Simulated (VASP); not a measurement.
# P (Fm-3m) in VASP: relaxation of cell and atoms with PBE

Aim: the relaxation of cell and atoms of P with PBE.

Program: VASP 6.6.1. These are calculated values, not measurements. Logs are shortened: lines on timing, memory, paths and dates and some standing lists are left out, and cuts for length are marked.

### 1 The cell of the first run

The structure is cubic, space group Fm-3m (No. 225). The conventional cell has a = 3.544 Å, b = 3.544 Å, c = 3.544 Å, α = 90.00°, β = 90.00°, γ = 90.00°. P (site symmetry m-3m) has 12 P at 2.51 Å within 3.3 Å.

### 2 Relaxation of cell and atoms, PBE

INCAR reads:

```
SYSTEM = P
PREC = Accurate
ENCUT = 600
EDIFF = 1E-7
ISMEAR = -1
SIGMA = 0.05
LREAL = .False.
LASPH = .True.
NELM = 100
ALGO = Normal
ISIF = 3
LWAVE = .False.
LCHARG = .False.
GGA = PE
IBRION = 2
NSW = 100
EDIFFG = -0.005
```

KPOINTS reads:

```
Automatic mesh
0
Gamma
  20 20 20
  0 0 0
```

POSCAR reads:

```
P
1.0
    0.0000000000      1.7717639764      1.7717639764
    1.7717639764      0.0000000000      1.7717639764
    1.7717639764      1.7717639764      0.0000000000
P
1
Direct
    0.0000000000      0.0000000000      0.0000000000
```

Potentials or basis: VASP PAW PBE potentials, release 64 (P).

The run is started by

```console
cat potpaw_PBE.64/P/POTCAR > POTCAR
mpirun -np 1 vasp_std > vasp.out
```

OUTCAR:

```text
SYSTEM = P
   PREC = Accurate
   ENCUT = 600
   EDIFF = 1E-7
   ISMEAR = -1
   LREAL = .False.
   LASPH = .True.
   NELM = 100
   ISIF = 3
   GGA = PE
   IBRION = 2
   NSW = 100
   EDIFFG = -0.005

 ion  position               nearest neighbor table
   1  0.000  0.000  0.000-

  LATTYP: Found a face centered cubic cell.
 ALAT       =     3.5435279528

  Lattice vectors:

 A1 = (   0.0000000000,   1.7717639764,   1.7717639764)
 A2 = (   1.7717639764,   0.0000000000,   1.7717639764)
 A3 = (   1.7717639764,   1.7717639764,   0.0000000000)

Analysis of symmetry for initial positions (statically):
=====================================================================
 Subroutine PRICEL returns:
 Original cell was already a primitive cell.

 Routine SETGRP: Setting up the symmetry group for a
 face centered cubic supercell.

 Subroutine GETGRP returns: Found 48 space group operations
 (whereof 48 operations were pure point group operations)
 out of a pool of 48 trial point group operations.

The static configuration has the point symmetry O_h .

Analysis of symmetry for dynamics (positions and initial velocities):
=====================================================================
 Subroutine PRICEL returns:
 Original cell was already a primitive cell.

 Routine SETGRP: Setting up the symmetry group for a
 face centered cubic supercell.

 Subroutine GETGRP returns: Found 48 space group operations
 (whereof 48 operations were pure point group operations)
 out of a pool of 48 trial point group operations.

The dynamic configuration has the point symmetry O_h .

 Subroutine INISYM returns: Found 48 space group operations
 (whereof 48 operations are pure point group operations),
 and found     1 'primitive' translations

----------------------------------------------------------------------------------------

                                     Primitive cell

  volume of cell :      11.1237

  direct lattice vectors                    reciprocal lattice vectors
     0.000000000  1.771763976  1.771763976    -0.282204631  0.282204631  0.282204631
     1.771763976  0.000000000  1.771763976     0.282204631 -0.282204631  0.282204631
     1.771763976  1.771763976  0.000000000     0.282204631  0.282204631 -0.282204631

  length of vectors
     2.505652645  2.505652645  2.505652645     0.488792760  0.488792760  0.488792760

  position of ions in fractional coordinates (direct lattice)
     0.000000000  0.000000000  0.000000000

  ion indices of the primitive-cell ions
   primitive index   ion index
                 1           1

----------------------------------------------------------------------------------------

 KPOINTS: Automatic mesh

Automatic generation of k-mesh.
 Grid dimensions read from file:
 generate k-points for:   20   20   20

 Generating k-lattice:

  Cartesian coordinates                     Fractional coordinates (reciprocal lattice)
    -0.014110232  0.014110232  0.014110232     0.050000000  0.000000000  0.000000000
     0.014110232 -0.014110232  0.014110232     0.000000000  0.050000000  0.000000000
     0.014110232  0.014110232 -0.014110232     0.000000000  0.000000000  0.050000000

  Length of vectors
     0.024439638  0.024439638  0.024439638

  Shift w.r.t. Gamma in fractional coordinates (k-lattice)
     0.000000000  0.000000000  0.000000000

 Subroutine IBZKPT returns following result:
 ===========================================

 Found    256 irreducible k-points:

 Following reciprocal coordinates:
            Coordinates               Weight
  0.000000  0.000000  0.000000      1.000000
  0.050000  0.000000  0.000000      8.000000
  0.100000  0.000000  0.000000      8.000000
  0.150000  0.000000  0.000000      8.000000
  0.200000  0.000000  0.000000      8.000000
  0.250000  0.000000  0.000000      8.000000
[... 16 lines left out ...]
 -0.400000  0.050000  0.000000     24.000000
 -0.350000  0.050000  0.000000     24.000000
 [... further k-points ...]
   k-points           NKPTS =    256   k-points in BZ     NKDIM =    256   number of bands    NBANDS=      6
   number of dos      NEDOS =    301   number of ions     NIONS =      1
   total plane-waves  NPLWV =   8000
   dimension x,y,z NGX =    20 NGY =   20 NGZ =   20
   dimension x,y,z NGXF=    40 NGYF=   40 NGZF=   40
   ions per type =               1
   NGX,Y,Z   is equivalent  to a cutoff of  13.27, 13.27, 13.27 a.u.
   NGXF,Y,Z  is equivalent  to a cutoff of  26.54, 26.54, 26.54 a.u.
 SYSTEM =  P
   PREC   = accura    normal or accurate (medium, high low for compatibility)
   ISTART =      0    job   : 0-new  1-cont  2-samecut
   ICHARG =      2    charge: 1-file 2-atom 10-const
   ISPIN  =      1    spin polarized calculation?
   LNONCOLLINEAR =      F non collinear calculations
   LSORBIT =      F    spin-orbit coupling
   LASPH  =      T    aspherical Exc in radial PAW
   ENCUT  =  600.0 eV  44.10 Ry    6.64 a.u.   5.00  5.00  5.00*2*pi/ulx,y,z
   NELM   =    100;   NELMIN=  2; NELMDL= -5     # of ELM steps
   EDIFF  = 0.1E-06   stopping-criterion for ELM
   LREAL  =      F    real-space projection
   EDIFFG = -.5E-02   stopping-criterion for IOM
   NSW    =    100    number of steps for IOM
   IBRION =      2    ionic relax: 0-MD 1-quasi-New 2-CG
   NFREE  =      1    steps in history (QN), initial steepest desc. (CG)
   ISIF   =      3    stress and relaxation
   ISYM   =      2    0-nonsym 1-usesym 2-fastsym
   POTIM  = 0.5000    time-step for ionic-motion
   TEBEG  =    0.0;   TEEND  =   0.0 temperature during run
   PSTRESS=    0.0 pullay stress
   NELECT =       5.0000    total number of electrons
   NUPDOWN=      -1.0000    fix difference up-down
   EMIN   =  10.00;   EMAX   =-10.00  energy-range for DOS
   EFERMI =   0.00;   METHOD = LEGACY
   ISMEAR =    -1;   SIGMA  =   0.05  broadening in eV -4-tet -1-fermi 0-gaus
   EFERMI_NEDOS =   21; number of points for ismear=-14 and -15
   IALGO  =     38    algorithm
   IMIX   =      4    mixing-type and parameters
     AMIX     =   0.40;   BMIX     =  1.00
     AMIX_MAG =   1.60;   BMIX_MAG =  1.00
  volume/ion in A,a.u.               =      11.12        75.07
  Fermi-wavevector in a.u.,A,eV,Ry     =   1.254052  2.369815 21.397162  1.572647
  Thomas-Fermi vector in A             =   2.387876
   LORBIT       =      0    0 simple, 1 ext, 2 COOP (PROOUT), +10 PAW based schemes
   GGA     = PE    functional components
   LHFCALC =     F    Hartree Fock is set to
   AEXX    =    0.0000 exact exchange contribution
   IVDW    =     0    specifies the selected vdW correction
   LEPSILON=     F    determine dielectric tensor
   LRPA    =     F    only Hartree local field effects (RPA)
 conjugate gradient relaxation of ions
 non-spin polarized calculation
  energy-cutoff  :      600.00
  volume of cell :       11.12
 maximum number of plane-waves:       388
   NGX =  9   NGY =  9   NGZ =  9

--------------------------------------- Ionic step        1  -------------------------------------------

 number of electron       5.0000001 magnetization

 Free energy of the ion-electron system (eV)
  ---------------------------------------------------
  ext. energy  EPLUGINS =         0.00000000
  ---------------------------------------------------
  free energy    TOTEN  =        -4.17063371 eV

  energy without entropy =       -4.16817690  energy(sigma->0) =       -4.16940531

 E-fermi :  14.1177     XC(G=0): -12.6938

 val. band max:       14.0891121950   @ k =  -0.2000   0.1000   0.0000
 cond. band min:      14.1296239953   @ k =  -0.2500   0.3500   0.1500
 fundamental gap:      0.0405118004
 Fermi energy:        14.1177394808

 k-point     1 :       0.0000    0.0000    0.0000
  band No.  band energies     occupation
      1      -5.4014      2.00000
      2      23.6815      0.00000
      3      23.6815      0.00000
      4      23.6815      0.00000
      5      26.0665      0.00000
      6      26.0665      0.00000

 k-point     2 :       0.0500    0.0000    0.0000
  band No.  band energies     occupation
      1      -5.3162      2.00000
      2      22.4656      0.00000
      3      23.3929      0.00000
      4      23.3929      0.00000
      5      26.4536      0.00000
      6      26.4536      0.00000
[... 325 lines left out ...]
 POSITION                                       TOTAL-FORCE (eV/Angst)
 -----------------------------------------------------------------------------------
      1.93757      3.87514      1.93757         0.000000      0.000000     -0.000000
 -----------------------------------------------------------------------------------
    total drift:                               -0.000000     -0.000000      0.000000

  FREE ENERGIE OF THE ION-ELECTRON SYSTEM (eV)
  ---------------------------------------------------
  free  energy   TOTEN  =        -4.5188970117 eV

  energy  without entropy=       -4.5145800515  energy(sigma->0) =       -4.51673853

--------------------------------------- Ionic step        5  -------------------------------------------

 number of electron       4.9999999 magnetization

 Free energy of the ion-electron system (eV)
  ---------------------------------------------------
  ext. energy  EPLUGINS =         0.00000000
  ---------------------------------------------------
  free energy    TOTEN  =        -4.51890099 eV

  energy without entropy =       -4.51457671  energy(sigma->0) =       -4.51673885

 E-fermi :   9.8182     XC(G=0): -11.4868

 val. band max:        9.7807897446   @ k =  -0.3500   0.4000   0.1000
 cond. band min:       9.8347131228   @ k =  -0.4500   0.5000   0.0500
 fundamental gap:      0.0539233782
 Fermi energy:         9.8181772490

 k-point     1 :       0.0000    0.0000    0.0000
  band No.  band energies     occupation
      1      -6.5467      2.00000
      2      16.5896      0.00000
      3      16.5896      0.00000
      4      16.5896      0.00000
      5      21.2284      0.00000
      6      21.2284      0.00000

 k-point     2 :       0.0500    0.0000    0.0000
  band No.  band energies     occupation
      1      -6.4767      2.00000
      2      15.9795      0.00000
      3      16.4817      0.00000
      4      16.4817      0.00000
      5      21.2948      0.00000
      6      21.4091      0.00000
[... 220 lines left out ...]
 POSITION                                       TOTAL-FORCE (eV/Angst)
 -----------------------------------------------------------------------------------
      1.93686     -0.00000      1.93686        -0.000000     -0.000000     -0.000000
 -----------------------------------------------------------------------------------
    total drift:                                0.000000     -0.000000      0.000000

  FREE ENERGIE OF THE ION-ELECTRON SYSTEM (eV)
  ---------------------------------------------------
  free  energy   TOTEN  =        -4.5189009945 eV

  energy  without entropy=       -4.5145767113  energy(sigma->0) =       -4.51673885

 reached required accuracy - stopping structural energy minimisation
```

It took 30 s on 1 thread of Intel Xeon Platinum 8375C at 2.90GHz (Ice Lake), shared host; peak memory 0.13 GiB.

Results:

- Free energy: -4.5189 eV
- Relaxed volume: 14.53 Å³/atom
- Relaxed cell: a = 2.739 Å, b = 2.739 Å, c = 2.739 Å, α = 60.00°, β = 60.00°, γ = 60.00°
- Space group after relaxing (to 0.05 Å): Fm-3m (No. 225)
- Energy gained by relaxing: 348.3 meV/atom
- Ionic steps: 5
- Pressure after relaxing: 0.0 GPa

Step by step:
```tsv
step	energy change (eV)	largest force (eV/Å)	pressure (GPa)	volume (Å³)
1	0.0000	0.0000	40.89	11.12
2	-0.2948	0.0000	-8.60	16.35
3	-0.3482	0.0000	0.37	14.47
4	-0.3483	0.0000	-0.09	14.55
5	-0.3483	0.0000	0.01	14.53
```

Final structure:
```cif
data_structure
_symmetry_space_group_name_H-M 'P 1'
_symmetry_Int_Tables_number 1
_cell_length_a 2.7391
_cell_length_b 2.7391
_cell_length_c 2.7391
_cell_angle_alpha 60.000
_cell_angle_beta 60.000
_cell_angle_gamma 60.000
_cell_volume 14.53
loop_
_atom_site_label
_atom_site_type_symbol
_atom_site_fract_x
_atom_site_fract_y
_atom_site_fract_z
_atom_site_occupancy
P1 P 0.00000 0.00000 0.00000 1
```

Caveat: the volume moved by over 15 % at a fixed basis, so the end points are rough.
